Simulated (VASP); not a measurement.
# HgTe (zincblende type) (F-43m) in VASP: further runs, part 2 of 3

VASP 6.6.1. Earlier steps stand in the parts before.

## (3) Single point, r2SCAN (volume scaled by 0.55, source ansatz)

The input, POSCAR:

```
HgTe
1.0
    0.0000000000      2.6917743006      2.6917743006
    2.6917743006      0.0000000000      2.6917743006
    2.6917743006      2.6917743006      0.0000000000
Hg Te
1 1
Direct
    0.0000000000      0.0000000000      0.0000000000
    0.2500000000      0.2500000000      0.2500000000
```

The input, INCAR.step1:

```
SYSTEM = HgTe
PREC = Accurate
ENCUT = 520
ISMEAR = -1
SIGMA = 0.08
LREAL = .False.
LASPH = .True.
NELM = 80
NBANDS = 16
GGA = PE
ALGO = Normal
EDIFF = 1E-4
LWAVE = .True.
LCHARG = .False.
```

The input, INCAR.step2:

```
SYSTEM = HgTe
PREC = Accurate
ENCUT = 520
EDIFF = 1E-6
ISMEAR = -1
SIGMA = 0.08
LREAL = .False.
LASPH = .True.
NELM = 80
ALGO = Normal
ISIF = 2
LWAVE = .False.
LCHARG = .False.
METAGGA = R2SCAN
LMIXTAU = .True.
NBANDS = 16
ISTART = 1
```

The input, KPOINTS:

```
Automatic mesh
0
Gamma
  12 12 12
  0 0 0
```

Potentials or basis: VASP PAW PBE potentials, release 64 (Hg, Te).

The run is started by

```
cat potpaw_PBE.64/Hg/POTCAR potpaw_PBE.64/Te/POTCAR > POTCAR
cp INCAR.step1 INCAR
mpirun -np 1 vasp_std > vasp.out
cp INCAR.step2 INCAR
mpirun -np 1 vasp_std > vasp.out
```

OUTCAR:

```text
SYSTEM = HgTe
   PREC = Accurate
   ENCUT = 520
   EDIFF = 1E-6
   ISMEAR = -1
   LREAL = .False.
   LASPH = .True.
   NELM = 80
   ISIF = 2
   METAGGA = R2SCAN
   ISTART = 1

 ion  position               nearest neighbor table
   1  0.000  0.000  0.000-   2 2.33   2 2.33   2 2.33   2 2.33
   2  0.250  0.250  0.250-   1 2.33   1 2.33   1 2.33   1 2.33

  LATTYP: Found a face centered cubic cell.
 ALAT       =     5.3835486012

  Lattice vectors:

 A1 = (   0.0000000000,   2.6917743006,   2.6917743006)
 A2 = (   2.6917743006,   0.0000000000,   2.6917743006)
 A3 = (   2.6917743006,   2.6917743006,   0.0000000000)

Analysis of symmetry for initial positions (statically):
=====================================================================
 Subroutine PRICEL returns:
 Original cell was already a primitive cell.

 Routine SETGRP: Setting up the symmetry group for a
 face centered cubic supercell.

 Subroutine GETGRP returns: Found 24 space group operations
 (whereof 24 operations were pure point group operations)
 out of a pool of 48 trial point group operations.

The static configuration has the point symmetry T_d .

Analysis of symmetry for dynamics (positions and initial velocities):
=====================================================================
 Subroutine PRICEL returns:
 Original cell was already a primitive cell.

 Routine SETGRP: Setting up the symmetry group for a
 face centered cubic supercell.

 Subroutine GETGRP returns: Found 24 space group operations
 (whereof 24 operations were pure point group operations)
 out of a pool of 48 trial point group operations.

The dynamic configuration has the point symmetry T_d .

 Subroutine INISYM returns: Found 24 space group operations
 (whereof 24 operations are pure point group operations),
 and found     1 'primitive' translations

----------------------------------------------------------------------------------------

                                     Primitive cell

  volume of cell :      39.0073

  direct lattice vectors                    reciprocal lattice vectors
     0.000000000  2.691774301  2.691774301    -0.185751086  0.185751086  0.185751086
     2.691774301  0.000000000  2.691774301     0.185751086 -0.185751086  0.185751086
     2.691774301  2.691774301  0.000000000     0.185751086  0.185751086 -0.185751086

  length of vectors
     3.806743723  3.806743723  3.806743723     0.321730319  0.321730319  0.321730319

  position of ions in fractional coordinates (direct lattice)
     0.000000000  0.000000000  0.000000000
     0.250000000  0.250000000  0.250000000

  ion indices of the primitive-cell ions
   primitive index   ion index
                 1           1
                 2           2

----------------------------------------------------------------------------------------

 KPOINTS: Automatic mesh

Automatic generation of k-mesh.
 Grid dimensions read from file:
 generate k-points for:   12   12   12

 Generating k-lattice:

  Cartesian coordinates                     Fractional coordinates (reciprocal lattice)
    -0.015479257  0.015479257  0.015479257     0.083333333  0.000000000  0.000000000
     0.015479257 -0.015479257  0.015479257     0.000000000  0.083333333  0.000000000
     0.015479257  0.015479257 -0.015479257     0.000000000  0.000000000  0.083333333

  Length of vectors
     0.026810860  0.026810860  0.026810860

  Shift w.r.t. Gamma in fractional coordinates (k-lattice)
     0.000000000  0.000000000  0.000000000

 Subroutine IBZKPT returns following result:
 ===========================================

 Found     72 irreducible k-points:

 Following reciprocal coordinates:
            Coordinates               Weight
  0.000000  0.000000  0.000000      1.000000
  0.083333  0.000000  0.000000      8.000000
  0.166667  0.000000  0.000000      8.000000
  0.250000  0.000000  0.000000      8.000000
  0.333333  0.000000  0.000000      8.000000
  0.416667  0.000000  0.000000      8.000000
[... 16 lines left out ...]
  0.500000  0.166667  0.000000     24.000000
 -0.416667  0.166667  0.000000     24.000000
 [... further k-points ...]
   k-points           NKPTS =     72   k-points in BZ     NKDIM =     72   number of bands    NBANDS=     16
   number of dos      NEDOS =    301   number of ions     NIONS =      2
   total plane-waves  NPLWV =  21952
   dimension x,y,z NGX =    28 NGY =   28 NGZ =   28
   dimension x,y,z NGXF=    56 NGYF=   56 NGZF=   56
   ions per type =               1   1
   NGX,Y,Z   is equivalent  to a cutoff of  12.23, 12.23, 12.23 a.u.
   NGXF,Y,Z  is equivalent  to a cutoff of  24.46, 24.46, 24.46 a.u.
 SYSTEM =  HgTe
   PREC   = accura    normal or accurate (medium, high low for compatibility)
   ISTART =      1    job   : 0-new  1-cont  2-samecut
   ICHARG =      0    charge: 1-file 2-atom 10-const
   ISPIN  =      1    spin polarized calculation?
   LNONCOLLINEAR =      F non collinear calculations
   LSORBIT =      F    spin-orbit coupling
   LASPH  =      T    aspherical Exc in radial PAW
   ENCUT  =  520.0 eV  38.22 Ry    6.18 a.u.   7.08  7.08  7.08*2*pi/ulx,y,z
   NELM   =     80;   NELMIN=  2; NELMDL=  0     # of ELM steps
   EDIFF  = 0.1E-05   stopping-criterion for ELM
   LREAL  =      F    real-space projection
   EDIFFG = 0.1E-04   stopping-criterion for IOM
   NSW    =      0    number of steps for IOM
   IBRION =     -1    ionic relax: 0-MD 1-quasi-New 2-CG
   NFREE  =      0    steps in history (QN), initial steepest desc. (CG)
   ISIF   =      2    stress and relaxation
   ISYM   =      2    0-nonsym 1-usesym 2-fastsym
   POTIM  = 0.5000    time-step for ionic-motion
   TEBEG  =    0.0;   TEEND  =   0.0 temperature during run
   PSTRESS=    0.0 pullay stress
   NELECT =      18.0000    total number of electrons
   NUPDOWN=      -1.0000    fix difference up-down
   EMIN   =  10.00;   EMAX   =-10.00  energy-range for DOS
   EFERMI =   0.00;   METHOD = LEGACY
   ISMEAR =    -1;   SIGMA  =   0.08  broadening in eV -4-tet -1-fermi 0-gaus
   EFERMI_NEDOS =   21; number of points for ismear=-14 and -15
   IALGO  =     38    algorithm
   IMIX   =      4    mixing-type and parameters
     AMIX     =   0.40;   BMIX     =  1.00
     AMIX_MAG =   1.60;   BMIX_MAG =  1.00
  volume/ion in A,a.u.               =      19.50       131.62
  Fermi-wavevector in a.u.,A,eV,Ry     =   1.265077  2.390649 21.775040  1.600420
  Thomas-Fermi vector in A             =   2.398349
   LORBIT       =      0    0 simple, 1 ext, 2 COOP (PROOUT), +10 PAW based schemes
   METAGGA = R2SCAN    functional components
   LHFCALC =     F    Hartree Fock is set to
   AEXX    =    0.0000 exact exchange contribution
   IVDW    =     0    specifies the selected vdW correction
   LEPSILON=     F    determine dielectric tensor
   LRPA    =     F    only Hartree local field effects (RPA)
 non-spin polarized calculation
  energy-cutoff  :      520.00
  volume of cell :       39.01
 maximum number of plane-waves:      1067
   NGX = 15   NGY = 15   NGZ = 15

 number of electron      17.9999999 magnetization

 Free energy of the ion-electron system (eV)
  ---------------------------------------------------
  ext. energy  EPLUGINS =         0.00000000
  ---------------------------------------------------
  free energy    TOTEN  =       -69.10253966 eV

  energy without entropy =      -69.10215229  energy(sigma->0) =      -69.10234598

 E-fermi :  11.5169     XC(G=0): -12.2481

 val. band max:       11.3680983046   @ k =   0.0000   0.0000   0.0000
 cond. band min:      11.7612008151   @ k =   0.3333   0.3333   0.0000
 fundamental gap:      0.3931025105
 Fermi energy:        11.5168556813

 k-point     1 :       0.0000    0.0000    0.0000
  band No.  band energies     occupation
      1      -7.4917      2.00000
      2      -1.8010      2.00000
      3      -1.8010      2.00000
      4      -1.8010      2.00000
      5      -0.3015      2.00000
      6      -0.3015      2.00000
[... 8 lines left out ...]
     15      20.2635      0.00000
     16      20.2635      0.00000

 k-point     2 :       0.0833    0.0000    0.0000
  band No.  band energies     occupation
      1      -7.4016      2.00000
      2      -1.8040      2.00000
      3      -1.7719      2.00000
      4      -1.7719      2.00000
      5      -0.3095      2.00000
      6      -0.3095      2.00000
[... 8 lines left out ...]
     15      19.8663      0.00000
     16      19.8663      0.00000
[... 387 lines left out ...]
      5      -0.2246      2.00000
      6       0.1322      2.00000
[... 8 lines left out ...]
     15      22.1896      0.00000
     16      22.5799      0.00000

 k-point    24 :      -0.4167    0.1667    0.0000
  band No.  band energies     occupation
      1      -5.8089      2.00000
      2      -1.4855      2.00000
      3      -1.3189      2.00000
      4      -0.5826      2.00000
      5      -0.2834      2.00000
      6       0.1572      2.00000
[... 8 lines left out ...]
     15      21.0799      0.00000
     16      21.6275      0.00000

 [... further k-points ...]
[... 5 lines left out ...]
  --------------------------------------------------------------------------------------
  -------------------------------------------------------------------------------------
  Total       26.7435998     26.7435998     26.7435998      0.0000000      0.0000000      0.0000000
  in kB     1098.4606999   1098.4606999   1098.4606999      0.0000000      0.0000000      0.0000000
  external PRESSURE =    1098.4606999 kB  Pullay stress =       0.0000000 kB

 VOLUME and BASIS-vectors are now :
 -----------------------------------------------------------------------------
  energy-cutoff  :      520.00
  volume of cell :       39.01
      direct lattice vectors                 reciprocal lattice vectors
     0.000000000  2.691774301  2.691774301    -0.185751086  0.185751086  0.185751086
     2.691774301  0.000000000  2.691774301     0.185751086 -0.185751086  0.185751086
     2.691774301  2.691774301  0.000000000     0.185751086  0.185751086 -0.185751086

 POSITION                                       TOTAL-FORCE (eV/Angst)
 -----------------------------------------------------------------------------------
      0.00000      0.00000      0.00000        -0.000000     -0.000000      0.000000
      1.34589      1.34589      1.34589         0.000000      0.000000     -0.000000
 -----------------------------------------------------------------------------------
    total drift:                               -0.000000     -0.000000     -0.000000

  FREE ENERGIE OF THE ION-ELECTRON SYSTEM (eV)
  ---------------------------------------------------
  free  energy   TOTEN  =       -69.1025396646 eV

  energy  without entropy=      -69.1021522868  energy(sigma->0) =      -69.10234598
```

OUTCAR.step1:

```text
SYSTEM = HgTe
   PREC = Accurate
   ENCUT = 520
   ISMEAR = -1
   LREAL = .False.
   LASPH = .True.
[... 676 lines left out ...]
      0.00000      0.00000      0.00000         0.000000      0.000000      0.000000
      1.34589      1.34589      1.34589        -0.000000     -0.000000     -0.000000
 -----------------------------------------------------------------------------------
    total drift:                               -0.000000     -0.000000     -0.000000

  FREE ENERGIE OF THE ION-ELECTRON SYSTEM (eV)
  ---------------------------------------------------
  free  energy   TOTEN  =         2.7065291399 eV

  energy  without entropy=        2.7073780764  energy(sigma->0) =        2.70695361
```

It took 2.2 min on 1 thread of Intel Xeon Platinum 8259CL at 2.50GHz (Skylake/Cascade Lake), shared host; peak memory 0.19 GiB.

Results:

| Quantity | Value |
| --- | --- |
| Free energy | -69.1025 eV |
| Pressure | 109.8 GPa |
| Band gap on the k mesh | 0.39 eV, indirect (least direct gap 1.03 eV) |

Caveat: the PAW data sets were made with another functional, which shifts forces and pressure a little; spin-orbit coupling is left out, which moves the levels of the heavy elements.

(Continued in part 3 of 3.)
